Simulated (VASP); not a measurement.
Input of a VASP 6.6.1 run:

File INCAR:

```
SYSTEM = Ru
  PREC = Accurate
  ENCUT = 500
  EDIFF = 1E-6
  ISMEAR = 0
  SIGMA = 0.1
  LREAL = .FALSE.
  LASPH = .TRUE.
  NELM = 120
  ALGO = Normal
  ISIF = 2
  LWAVE = .FALSE.
  LCHARG = .FALSE.
  GGA = PS
  NBANDS = 21
  GGA_COMPAT = .FALSE.
```

File KPOINTS:

```
Automatic mesh
0
G
  24 24 12
  0 0 0
```

The input POSCAR:

```
Ru
1.0
    2.6894812021      0.0000000000      0.0000000000
   -1.3447406010      2.3291590440      0.0000000000
    0.1700777220      0.0000000000      4.2519430510
Ru
2
Direct
    0.3338600078      0.6677200157      0.2500000000
    0.6661399921      0.3322799843      0.7500000000
```

Potentials or basis: VASP PAW PBE potentials, release 64 (Ru_pv).

Run with:

```bash
$ cat potpaw_PBE.64/Ru_pv/POTCAR > POTCAR
$ mpirun -np 1 vasp_std > vasp.out
```

Predict the pressure.

0.4 GPa.

What does it give for the band gap on the k mesh?

Zero (bands 14 and 15 overlap by 3.25 eV).

Stress tensor (GPa, compression positive):
```
 0.47  0.00 -8.18
 0.00  0.58  0.00
-8.18  0.00  0.23
```

Caveat: the cell differs from its parent crystal (shear of c along a, cell held: +4.0 %, then relaxed in part); the PAW data sets were made with another functional, which shifts forces and pressure a little.
